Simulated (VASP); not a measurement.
# H6C3O in VASP: a series of runs

H6C3O is run at these levels: PBE; tasks: single point.

Everything below comes from runs of VASP 6.6.1. Logs are shortened: lines on timing, memory, paths and dates and some standing lists are left out, and cuts for length are marked.

## 1. The cell of the first run

The cell holds a disordered packing, 30 atoms: a = 7.663 Å, b = 7.663 Å, c = 7.663 Å, α = 90.00°, β = 90.00°, γ = 90.00°.

## 2. Single point, PBE

The input, INCAR:

```
SYSTEM = H6C3O
  PREC = Accurate
  ENCUT = 520
  EDIFF = 1E-6
  ISMEAR = -1
  SIGMA = 0.05
  LREAL = Auto
  LASPH = .TRUE.
  NELM = 100
  ALGO = Normal
  ISIF = 2
  LWAVE = .FALSE.
  LCHARG = .TRUE.
  GGA = PE
  LELF = .TRUE.
  LVHAR = .TRUE.
  NBANDS = 57
```

The input, KPOINTS:

```
regular mesh
0
G
  1 1 1
  0 0 0
```

The input, POSCAR:

```
H6C3O
1.0
    7.6630940000      0.0000000000      0.0000000000
    0.0000000000      7.6630940000      0.0000000000
    0.0000000000      0.0000000000      7.6630940000
O C H
3 9 18
Direct
    0.1822501460      0.0399055525      0.4551947294
    0.7274476863      1.0199535592      0.5625012560
    0.9273147374      0.5014684669      0.4209526857
    0.2728793357      0.0861401413      0.3452260928
    0.7172168317      1.0327551770      0.4126923146
    0.8431059308      0.4554165719      0.3108274543
    0.1073326257      0.3078130061      0.9703521841
    0.3075781140      0.2798999986      0.9254486504
    0.4477303815      0.6072351455      0.2037166711
    0.3682324659      0.6092578272      0.3767277290
    0.9839106763      0.8408222580      0.8897581055
    0.8672737148      0.7023142350      0.8241579707
    0.0977411996      0.4150020866      1.0664752383
    0.0233195626      0.3496498934      0.8615319087
    0.0493403839      0.1956520434      1.0359523190
    0.3029846691      0.1935380148      0.8129353496
    0.3755793678      0.3949710130      0.8805320671
    0.3730477533      0.2046562394      1.0224590746
    0.5118298170      0.4829641917      0.1707143355
    0.3618120827      0.6255175781      0.0928345653
    0.5544235788      0.6990387956      0.1959782824
    0.4384390952      0.6900345996      0.4785273416
    0.2306379120      0.6661539060      0.3782284284
    0.3610813074      0.4765177094      0.4245413145
    0.9859594571      0.8545503944      1.0312544776
    1.1236062092      0.8018432242      0.8422316104
    0.9526830808      0.9724140145      0.8584783118
    0.8337232977      0.7319628338      0.6838882571
    0.9338656162      0.5738021744      0.8253715797
    0.7430027610      0.7114228274      0.8857910395
```

Potentials or basis: VASP PAW PBE potentials, release 64 (O, C, H).

Command:

```
$ cat potpaw_PBE.64/O/POTCAR potpaw_PBE.64/C/POTCAR potpaw_PBE.64/H/POTCAR > POTCAR
$ mpirun -np 1 vasp_gam > vasp.out
```

OUTCAR:

```text
SYSTEM = H6C3O
   PREC = Accurate
   ENCUT = 520
   EDIFF = 1E-6
   ISMEAR = -1
   LREAL = Auto
   LASPH = .TRUE.
   NELM = 100
   ISIF = 2
   GGA = PE

 ion  position               nearest neighbor table
   1  0.182  0.040  0.455-   4 1.15
   2  0.727  0.020  0.563-   5 1.15
   3  0.927  0.501  0.421-   6 1.12
   4  0.273  0.086  0.345-   1 1.15
   5  0.717  0.033  0.413-   2 1.15
   6  0.843  0.455  0.311-   3 1.12
   7  0.107  0.308  0.970-  15 1.09  14 1.10  13 1.11   8 1.59
   8  0.308  0.280  0.925-  18 1.07  17 1.08  16 1.09   7 1.59
   9  0.448  0.607  0.204-  21 1.08  20 1.08  19 1.10  10 1.46
  10  0.368  0.609  0.377-  24 1.08  22 1.13  23 1.14   9 1.46
  11  0.984  0.841  0.890-  27 1.06  25 1.09  26 1.17  12 1.48
  12  0.867  0.702  0.824-  30 1.07  29 1.11  28 1.13  11 1.48
  13  0.098  0.415  0.066-   7 1.11
  14  0.023  0.350  0.862-   7 1.10
  15  0.049  0.196  0.036-   7 1.09
  16  0.303  0.194  0.813-   8 1.09
  17  0.376  0.395  0.881-   8 1.08
  18  0.373  0.205  0.022-   8 1.07
[... 10 lines left out ...]
  29  0.934  0.574  0.825-  12 1.11
  30  0.743  0.711  0.886-  12 1.07

  LATTYP: Found a simple cubic cell.
 ALAT       =     7.6630940000

  Lattice vectors:

 A1 = (   7.6630940000,   0.0000000000,   0.0000000000)
 A2 = (   0.0000000000,   7.6630940000,   0.0000000000)
 A3 = (   0.0000000000,   0.0000000000,   7.6630940000)

Analysis of symmetry for initial positions (statically):
=====================================================================
 Subroutine PRICEL returns:
 Original cell was already a primitive cell.

 Routine SETGRP: Setting up the symmetry group for a
 simple cubic supercell.

 Subroutine GETGRP returns: Found  1 space group operations
 (whereof  1 operations were pure point group operations)
 out of a pool of 48 trial point group operations.

The static configuration has the point symmetry C_1 .

Analysis of symmetry for dynamics (positions and initial velocities):
=====================================================================
 Subroutine PRICEL returns:
 Original cell was already a primitive cell.

 Routine SETGRP: Setting up the symmetry group for a
 simple cubic supercell.

 Subroutine GETGRP returns: Found  1 space group operations
 (whereof  1 operations were pure point group operations)
 out of a pool of 48 trial point group operations.

The dynamic configuration has the point symmetry C_1 .

 Subroutine INISYM returns: Found  1 space group operations
 (whereof  1 operations are pure point group operations),
 and found     1 'primitive' translations

----------------------------------------------------------------------------------------

                                     Primitive cell

  volume of cell :     449.9999

  direct lattice vectors                    reciprocal lattice vectors
     7.663094000  0.000000000  0.000000000     0.130495594  0.000000000  0.000000000
     0.000000000  7.663094000  0.000000000     0.000000000  0.130495594  0.000000000
     0.000000000  0.000000000  7.663094000     0.000000000  0.000000000  0.130495594

  length of vectors
     7.663094000  7.663094000  7.663094000     0.130495594  0.130495594  0.130495594

  position of ions in fractional coordinates (direct lattice)
     0.182250146  0.039905553  0.455194729
     0.727447686  0.019953559  0.562501256
     0.927314737  0.501468467  0.420952686
     0.272879336  0.086140141  0.345226093
     0.717216832  0.032755177  0.412692315
     0.843105931  0.455416572  0.310827454
[... 22 lines left out ...]
     0.933865616  0.573802174  0.825371580
     0.743002761  0.711422827  0.885791039

  ion indices of the primitive-cell ions
   primitive index   ion index
                 1           1
                 2           2
                 3           3
                 4           4
                 5           5
                 6           6
[... 22 lines left out ...]
                29          29
                30          30

----------------------------------------------------------------------------------------

 KPOINTS: regular mesh

Automatic generation of k-mesh.
 Grid dimensions read from file:
 generate k-points for:    1    1    1

 Generating k-lattice:

  Cartesian coordinates                     Fractional coordinates (reciprocal lattice)
     0.130495594  0.000000000  0.000000000     1.000000000  0.000000000  0.000000000
     0.000000000  0.130495594  0.000000000     0.000000000  1.000000000  0.000000000
     0.000000000  0.000000000  0.130495594     0.000000000  0.000000000  1.000000000

  Length of vectors
     0.130495594  0.130495594  0.130495594

  Shift w.r.t. Gamma in fractional coordinates (k-lattice)
     0.000000000  0.000000000  0.000000000

 Subroutine IBZKPT returns following result:
 ===========================================

 Found      1 irreducible k-points:

 Following reciprocal coordinates:
            Coordinates               Weight
  0.000000  0.000000  0.000000      1.000000
   k-points           NKPTS =      1   k-points in BZ     NKDIM =      1   number of bands    NBANDS=     57
   number of dos      NEDOS =    301   number of ions     NIONS =     30
   total plane-waves  NPLWV = 216000
   dimension x,y,z NGX =    60 NGY =   60 NGZ =   60
   dimension x,y,z NGXF=   120 NGYF=  120 NGZF=  120
   ions per type =               3   9  18
   NGX,Y,Z   is equivalent  to a cutoff of  13.02, 13.02, 13.02 a.u.
   NGXF,Y,Z  is equivalent  to a cutoff of  26.03, 26.03, 26.03 a.u.
 SYSTEM =  H6C3O
   PREC   = accura    normal or accurate (medium, high low for compatibility)
   ISTART =      0    job   : 0-new  1-cont  2-samecut
   ICHARG =      2    charge: 1-file 2-atom 10-const
   ISPIN  =      1    spin polarized calculation?
   LNONCOLLINEAR =      F non collinear calculations
   LSORBIT =      F    spin-orbit coupling
   LASPH  =      T    aspherical Exc in radial PAW
   ENCUT  =  520.0 eV  38.22 Ry    6.18 a.u.  14.25 14.25 14.25*2*pi/ulx,y,z
   NELM   =    100;   NELMIN=  2; NELMDL= -5     # of ELM steps
   EDIFF  = 0.1E-05   stopping-criterion for ELM
   LREAL  =      T    real-space projection
   EDIFFG = 0.1E-04   stopping-criterion for IOM
   NSW    =      0    number of steps for IOM
   IBRION =     -1    ionic relax: 0-MD 1-quasi-New 2-CG
   NFREE  =      0    steps in history (QN), initial steepest desc. (CG)
   ISIF   =      2    stress and relaxation
   ISYM   =      2    0-nonsym 1-usesym 2-fastsym
   POTIM  = 0.5000    time-step for ionic-motion
   TEBEG  =    0.0;   TEEND  =   0.0 temperature during run
   PSTRESS=    0.0 pullay stress
   NELECT =      72.0000    total number of electrons
   NUPDOWN=      -1.0000    fix difference up-down
   EMIN   =  10.00;   EMAX   =-10.00  energy-range for DOS
   EFERMI =   0.00;   METHOD = LEGACY
   ISMEAR =    -1;   SIGMA  =   0.05  broadening in eV -4-tet -1-fermi 0-gaus
   EFERMI_NEDOS =   21; number of points for ismear=-14 and -15
   IALGO  =     38    algorithm
   IMIX   =      4    mixing-type and parameters
     AMIX     =   0.40;   BMIX     =  1.00
     AMIX_MAG =   1.60;   BMIX_MAG =  1.00
  volume/ion in A,a.u.               =      15.00       101.22
  Fermi-wavevector in a.u.,A,eV,Ry     =   0.888754  1.679501 10.747017  0.789883
  Thomas-Fermi vector in A             =   2.010225
   LORBIT       =      0    0 simple, 1 ext, 2 COOP (PROOUT), +10 PAW based schemes
   GGA     = PE    functional components
   LHFCALC =     F    Hartree Fock is set to
   AEXX    =    0.0000 exact exchange contribution
   IVDW    =     0    specifies the selected vdW correction
   LEPSILON=     F    determine dielectric tensor
   LRPA    =     F    only Hartree local field effects (RPA)
 non-spin polarized calculation
  energy-cutoff  :      520.00
  volume of cell :      450.00
 maximum number of plane-waves:      6075
 NGX is ok and might be reduce to    60
   NGX = 29   NGY = 29   NGZ = 29

 number of electron      71.9999993 magnetization

 Free energy of the ion-electron system (eV)
  ---------------------------------------------------
  ext. energy  EPLUGINS =         0.00000000
  ---------------------------------------------------
  free energy    TOTEN  =      -164.86434132 eV

  energy without entropy =     -164.86434132  energy(sigma->0) =     -164.86434132

 E-fermi :  -3.6809     XC(G=0):  -5.7703

 val. band max:       -4.9139397924   @ k =   0.0000   0.0000   0.0000
 cond. band min:      -0.0278049284   @ k =   0.0000   0.0000   0.0000
 fundamental gap:      4.8861348641
 Fermi energy:        -3.6809213309

 k-point     1 :       0.0000    0.0000    0.0000
  band No.  band energies     occupation
      1     -26.9962      2.00000
      2     -26.6922      2.00000
      3     -26.5742      2.00000
      4     -16.2748      2.00000
      5     -16.1560      2.00000
      6     -15.7224      2.00000
[... 40 lines left out ...]
     47       3.6368      0.00000
     48       3.9538      0.00000
 [bands above 48 left out]

------------------------ aborting loop because EDIFF is reached ----------------------------------------

  FORCE on cell =-STRESS in cart. coord.  units (eV):
  Direction    XX          YY          ZZ          XY          YZ          ZX
  --------------------------------------------------------------------------------------
  -------------------------------------------------------------------------------------
  Total        0.3197818      4.0839181      4.9512880      3.5937962     -1.0690116      1.2027238
  in kB        1.1385494     14.5403597     17.6285388     12.7953323     -3.8061031      4.2821712
  external PRESSURE =      11.1024826 kB  Pullay stress =       0.0000000 kB

 VOLUME and BASIS-vectors are now :
 -----------------------------------------------------------------------------
  energy-cutoff  :      520.00
  volume of cell :      450.00
      direct lattice vectors                 reciprocal lattice vectors
     7.663094000  0.000000000  0.000000000     0.130495594  0.000000000  0.000000000
     0.000000000  7.663094000  0.000000000     0.000000000  0.130495594  0.000000000
     0.000000000  0.000000000  7.663094000     0.000000000  0.000000000  0.130495594

 POSITION                                       TOTAL-FORCE (eV/Angst)
 -----------------------------------------------------------------------------------
      1.39660      0.30580      3.48820         0.288051      0.196836     -0.406351
      5.57450      0.15291      4.31050        -0.142044      0.192045     -1.284071
      7.10610      3.84280      3.22580         1.685276      0.945501      2.289679
      2.09110      0.66010      2.64550        -0.323016     -0.185803      0.477626
      5.49610      0.25101      3.16250         0.103491     -0.126085      1.235206
      6.46080      3.48990      2.38190        -1.675130     -1.010998     -2.256896
[... 22 lines left out ...]
      7.15630      4.39710      6.32490        -0.740815      0.353399      0.284891
      5.69370      5.45170      6.78790        -1.020049     -0.641445      0.780336
 -----------------------------------------------------------------------------------
    total drift:                                0.000047     -0.006976     -0.003556

  FREE ENERGIE OF THE ION-ELECTRON SYSTEM (eV)
  ---------------------------------------------------
  free  energy   TOTEN  =      -164.8643413167 eV

  energy  without entropy=     -164.8643413167  energy(sigma->0) =     -164.86434132
```

Wall time 100 s (1 thread of Intel Xeon 8259CL, shared host); peak memory 0.45 GiB.

Results:

```
Free energy   : -164.8643 eV
Pressure      : 1.1 GPa
Largest force : 3.088 eV/Å
```

Forces on the atoms (eV/Å):
```
O    0.288  0.197 -0.406
O   -0.142  0.192 -1.284
O    1.685  0.946  2.290
C   -0.323 -0.186  0.478
C    0.103 -0.126  1.235
C   -1.675 -1.011 -2.257
C    1.290  1.067  0.691
C   -2.500 -0.612 -1.264
C    1.498 -0.451 -1.761
C   -1.814  1.103  2.242
C    2.949 -0.583  0.317
C   -0.279 -0.047 -2.142
H   -0.067 -0.070 -0.044
H    0.367 -0.392 -0.097
H   -0.013 -0.345 -0.164
H    0.288 -0.356 -0.516
H    0.193  0.506  0.275
H    0.585 -0.041  0.949
H   -0.056 -0.083  0.305
H   -0.475  0.450 -0.170
H    0.317  0.692 -0.353
H   -0.190 -0.601 -0.703
H    1.035 -0.570 -0.045
H   -0.293 -0.374  0.566
H    0.250 -0.643  0.594
H   -1.360  1.084  0.702
H   -0.270  0.935 -1.098
H    0.369 -0.393  0.595
H   -0.741  0.353  0.285
H   -1.020 -0.641  0.780
```

Caveat: the k points lie up to 0.82 Å⁻¹ apart; the atoms stand as in a frame of molecular dynamics.

(Continued in part 2 of 2.)
